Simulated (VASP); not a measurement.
# Mo in VASP: further runs

The runs below take Mo through single point, with PBEsol.

All numbers are computed with VASP 6.6.1; they aren't measurements. Logs are shortened: lines on timing, memory, paths and dates and some standing lists are left out, and cuts for length are marked.

## Step 1: The cell of the first run

The cell holds a slab with vacuum, 5 atoms: a = 3.129 Å, b = 3.129 Å, c = 23.259 Å, α = 90.00°, β = 90.00°, γ = 90.00°.

## Step 2: Single point, PBEsol

INCAR

```
SYSTEM = Mo
PREC     = Accurate       ! precision mode
ENCUT    = 520            ! plane-wave cutoff, eV
EDIFF    = 1E-7           ! SCF threshold, eV
ISMEAR   = 0              ! smearing method
SIGMA    = 0.1            ! smearing width, eV
LREAL    = .False.        ! projectors in reciprocal space
LASPH    = .True.         ! aspherical terms in the spheres
NELM     = 100            ! most SCF steps
ALGO     = Fast           ! electronic algorithm
ISIF     = 2              ! what is computed and relaxed
LWAVE    = .False.        ! write WAVECAR
LCHARG   = .True.         ! write CHGCAR
LDIPOL   = .True.       
IDIPOL   = 3            
DIPOL    = 0.5 0.5 0.498
GGA      = PS             ! functional
LELF     = .True.         ! ELF
LVHAR    = .True.       
LVACPOTAV= .True.       
NBANDS   = 43             ! bands
```

KPOINTS

```
Automatic mesh
0
Gamma
  9 9 1
  0 0 0
```

POSCAR

```
Mo
1.0
    3.1293068542      0.0000000000      0.0000000000
    0.0000000000      3.1293068542      0.0000000000
    0.0000000000      0.0000000000     23.2586137085
Mo
5
Direct
    0.5000000000      0.5000000000      0.3654560029
    0.0000000000      0.0000000000      0.4327280015
    0.5000000000      0.5000000000      0.4982970597
    0.0000000000      0.0000000000      0.5681718652
    0.5000000000      0.5000000000      0.6274443106
```

Potentials or basis: VASP PAW PBE potentials, release 64 (Mo_sv).

The run is started by

```bash
> cat potpaw_PBE.64/Mo_sv/POTCAR > POTCAR
> mpirun -np 1 vasp_std > vasp.out
```

OUTCAR:

```text
SYSTEM = Mo
   PREC = Accurate
   ENCUT = 520
   EDIFF = 1E-7
   ISMEAR = 0
   LREAL = .False.
   LASPH = .True.
   NELM = 100
   ISIF = 2
   GGA = PS

 ion  position               nearest neighbor table
   1  0.500  0.500  0.365-   2 2.71   2 2.71   2 2.71   2 2.71   3 3.09
   2  0.000  0.000  0.433-   3 2.69   3 2.69   3 2.69   3 2.69   1 2.71   1 2.71   1 2.71   1 2.71
                             4 3.15
   3  0.500  0.500  0.498-   2 2.69   2 2.69   2 2.69   2 2.69   4 2.75   4 2.75   4 2.75   4 2.75
                             5 3.00   1 3.09
   4  0.000  0.000  0.568-   5 2.61   5 2.61   5 2.61   5 2.61   3 2.75   3 2.75   3 2.75   3 2.75
                             2 3.15
   5  0.500  0.500  0.627-   4 2.61   4 2.61   4 2.61   4 2.61   3 3.00

  LATTYP: Found a simple tetragonal cell.
 ALAT       =     3.1293068542
 C/A-ratio  =     7.4325129468

  Lattice vectors:

 A1 = (   3.1293068542,   0.0000000000,   0.0000000000)
 A2 = (   0.0000000000,   3.1293068542,   0.0000000000)
 A3 = (   0.0000000000,   0.0000000000,  23.2586137085)

Analysis of symmetry for initial positions (statically):
=====================================================================
 Subroutine PRICEL returns:
 Original cell was already a primitive cell.

 Routine SETGRP: Setting up the symmetry group for a
 simple tetragonal supercell.

 Subroutine GETGRP returns: Found  8 space group operations
 (whereof  8 operations were pure point group operations)
 out of a pool of 16 trial point group operations.

The static configuration has the point symmetry C_4v.

Analysis of symmetry for dynamics (positions and initial velocities):
=====================================================================
 Subroutine PRICEL returns:
 Original cell was already a primitive cell.

 Routine SETGRP: Setting up the symmetry group for a
 simple tetragonal supercell.

 Subroutine GETGRP returns: Found  8 space group operations
 (whereof  8 operations were pure point group operations)
 out of a pool of 16 trial point group operations.

The dynamic configuration has the point symmetry C_4v.

 Subroutine INISYM returns: Found  8 space group operations
 (whereof  8 operations are pure point group operations),
 and found     1 'primitive' translations

----------------------------------------------------------------------------------------

                                     Primitive cell

  volume of cell :     227.7614

  direct lattice vectors                    reciprocal lattice vectors
     3.129306854  0.000000000  0.000000000     0.319559585  0.000000000  0.000000000
[... 91 lines left out ...]
   TEBEG  =    0.0;   TEEND  =   0.0 temperature during run
   PSTRESS=    0.0 pullay stress
   NELECT =      70.0000    total number of electrons
   NUPDOWN=      -1.0000    fix difference up-down
   EMIN   =  10.00;   EMAX   =-10.00  energy-range for DOS
   EFERMI =   0.00;   METHOD = LEGACY
   ISMEAR =     0;   SIGMA  =   0.10  broadening in eV -4-tet -1-fermi 0-gaus
   EFERMI_NEDOS =   21; number of points for ismear=-14 and -15
   IALGO  =     68    algorithm
   IMIX   =      4    mixing-type and parameters
     AMIX     =   0.40;   BMIX     =  1.00
     AMIX_MAG =   1.60;   BMIX_MAG =  1.00
  volume/ion in A,a.u.               =      45.55       307.40
  Fermi-wavevector in a.u.,A,eV,Ry     =   1.104793  2.087756 16.606821  1.220567
  Thomas-Fermi vector in A             =   2.241271
   LORBIT       =      0    0 simple, 1 ext, 2 COOP (PROOUT), +10 PAW based schemes
   GGA     = PS    functional components
   LHFCALC =     F    Hartree Fock is set to
   AEXX    =    0.0000 exact exchange contribution
   IVDW    =     0    specifies the selected vdW correction
   LEPSILON=     F    determine dielectric tensor
   LRPA    =     F    only Hartree local field effects (RPA)
 non-spin polarized calculation
 RMM-DIIS sequential band-by-band and
 Gauss-broadening in eV      SIGMA  =   0.10
  energy-cutoff  :      520.00
  volume of cell :      227.76
 maximum number of plane-waves:      6186
 NGX is ok and might be reduce to    24
   NGX = 11   NGY = 11   NGZ = 87

 dipolmoment           0.000000      0.000000      0.002536 electrons x Angstroem

 number of electron      69.9999999 magnetization

 dipolmoment           0.000000      0.000000     -0.007095 electrons x Angstroem

 Free energy of the ion-electron system (eV)
  ---------------------------------------------------
  ext. energy  EPLUGINS =         0.00000000
  ---------------------------------------------------
  free energy    TOTEN  =       -54.34025164 eV

  energy without entropy =      -54.30230041  energy(sigma->0) =      -54.32127603

 E-fermi :   1.6508     XC(G=0):  -5.5852

 val. band max:        1.6154548240   @ k =   0.1111   0.0000   0.0000
 cond. band min:       1.6637383180   @ k =   0.2222   0.2222   0.0000
 fundamental gap:      0.0482834940
 Fermi energy:         1.6508058138

 k-point     1 :       0.0000    0.0000    0.0000
  band No.  band energies     occupation
      1     -59.4734      2.00000
      2     -59.2545      2.00000
      3     -59.1632      2.00000
      4     -58.9826      2.00000
      5     -58.8316      2.00000
      6     -33.7691      2.00000
[... 679 lines left out ...]
     42       4.2110      0.00000
     43       4.3263      0.00000

------------------------ aborting loop because EDIFF is reached ----------------------------------------

  FORCE on cell =-STRESS in cart. coord.  units (eV):
  Direction    XX          YY          ZZ          XY          YZ          ZX
  --------------------------------------------------------------------------------------
  -------------------------------------------------------------------------------------
  Total       -5.8289267     -5.8289267     -1.4953606      0.0000000      0.0000000      0.0000000
  in kB      -41.0033227    -41.0033227    -10.5190465      0.0000000      0.0000000      0.0000000
  external PRESSURE =     -30.8418973 kB  Pullay stress =       0.0000000 kB

 VOLUME and BASIS-vectors are now :
 -----------------------------------------------------------------------------
  energy-cutoff  :      520.00
  volume of cell :      227.76
      direct lattice vectors                 reciprocal lattice vectors
     3.129306854  0.000000000  0.000000000     0.319559585  0.000000000  0.000000000
     0.000000000  3.129306854  0.000000000     0.000000000  0.319559585  0.000000000
     0.000000000  0.000000000 23.258613709     0.000000000  0.000000000  0.042994824

 POSITION                                       TOTAL-FORCE (eV/Angst)
 -----------------------------------------------------------------------------------
      1.56465      1.56465      8.50000         0.000000     -0.000000      1.038398
      0.00000      0.00000     10.06465         0.000000      0.000000     -1.072966
      1.56465      1.56465     11.58970         0.000000     -0.000000      0.004460
      0.00000      0.00000     13.21489         0.000000      0.000000     -0.011715
      1.56465      1.56465     14.59348         0.000000      0.000000      0.041824
 -----------------------------------------------------------------------------------
    total drift:                                0.000000     -0.000000     -0.000522

  FREE ENERGIE OF THE ION-ELECTRON SYSTEM (eV)
  ---------------------------------------------------
  free  energy   TOTEN  =       -54.3402516425 eV

  energy  without entropy=      -54.3023004102  energy(sigma->0) =      -54.32127603

 vacuum level on the upper side and lower side of the slab         5.672         5.803
```

OSZICAR:

```text
N       E                     dE             d eps       ncg     rms          rms(c)
DAV:   1     0.739610360581E+03    0.73961E+03   -0.45116E+04  1682   0.147E+03
DAV:   2    -0.335575222581E+02   -0.77317E+03   -0.75768E+03  1473   0.448E+02
DAV:   3    -0.591246649568E+02   -0.25567E+02   -0.24825E+02  1729   0.714E+01
[... 25 lines left out ...]
RMM:  29    -0.543402501758E+02   -0.16742E-05   -0.11896E-06   809   0.898E-04    0.378E-04
RMM:  30    -0.543402509599E+02   -0.78409E-06   -0.62585E-07   708   0.654E-04    0.188E-04
RMM:  31    -0.543402514580E+02   -0.49814E-06   -0.36491E-07   730   0.595E-04    0.197E-04
RMM:  32    -0.543402515966E+02   -0.13858E-06   -0.19652E-07   588   0.469E-04    0.133E-04
RMM:  33    -0.543402516425E+02   -0.45939E-07   -0.11116E-07   541   0.415E-04
   1 F= -.54340252E+02 E0= -.54321276E+02  d E =-.379512E-01
```

Run time: 3.6 min. Hardware: 1 thread of Intel Xeon Platinum 8488C (Sapphire Rapids), shared host; peak memory 0.36 GiB.

Results:

| Quantity | Value |
| --- | --- |
| Free energy | -54.3403 eV |
| Largest force | 1.073 eV/Å |
| Band gap on the k mesh | zero (band 35 reaches 3.07 eV, above the bottom of band 36 at 1.44 eV) |

Forces on the atoms (eV/Å):
```
Mo   0.000  0.000  1.038
Mo   0.000  0.000 -1.073
Mo   0.000  0.000  0.004
Mo   0.000  0.000 -0.012
Mo   0.000  0.000  0.042
```

Caveat: the PAW data sets were made with another functional, which shifts forces and pressure a little.

## Step 3: Single point, PBEsol

Changes to INCAR since step 2:

```diff
@@ -9,3 +9,3 @@
 NELM     = 100            ! most SCF steps
-ALGO     = Fast           ! electronic algorithm
+ALGO     = Normal         ! electronic algorithm
 ISIF     = 2              ! what is computed and relaxed
```

KPOINTS is that of step 2.

POSCAR

```
Mo
1.0
    3.1293068542      0.0000000000      0.0000000000
    0.0000000000      3.1293068542      0.0000000000
    0.0000000000      0.0000000000     23.2586137084
Mo
5
Direct
    0.5000000000      0.5000000000      0.3654560029
    0.0000000000      0.0000000000      0.4327280015
    0.5000000000      0.5000000000      0.4982970577
    0.0000000000      0.0000000000      0.5681718608
    0.5000000000      0.5000000000      0.6274443059
```

Potentials or basis: VASP PAW PBE potentials, release 64 (Mo_sv).

The run is started by

```bash
> cat potpaw_PBE.64/Mo_sv/POTCAR > POTCAR
> mpirun -np 1 vasp_std > vasp.out
```

Run time: 6.1 min. Hardware: 1 thread of AMD EPYC 7R43 (Zen 3), shared host; peak memory 0.31 GiB.

Results (log left out):

| Quantity | Value |
| --- | --- |
| Free energy | -54.3403 eV |
| Largest force | 1.073 eV/Å |
| Band gap on the k mesh | zero (band 35 reaches 3.07 eV, above the bottom of band 36 at 1.44 eV) |

Forces in eV/Å, atoms in the order of the input:
```
Mo   0.000  0.000  1.038
Mo   0.000  0.000 -1.073
Mo   0.000  0.000  0.004
Mo   0.000  0.000 -0.012
Mo   0.000  0.000  0.042
```

Levels at points of the mesh, in eV from the Fermi level:
| k point | band 31 | band 32 | band 33 | band 34 | band 35 | band 36 | band 37 | band 38 | band 39 | band 40 |
| --- | --- | --- | --- | --- | --- | --- | --- | --- | --- | --- |
| (0.00, 0.00, 0.00) | -1.17 | -0.83 | -0.83 | -0.32 | -0.21 | -0.08 | -0.08 | -0.08 | -0.06 | 1.27 |

Caveat: the PAW data sets were made with another functional, which shifts forces and pressure a little.
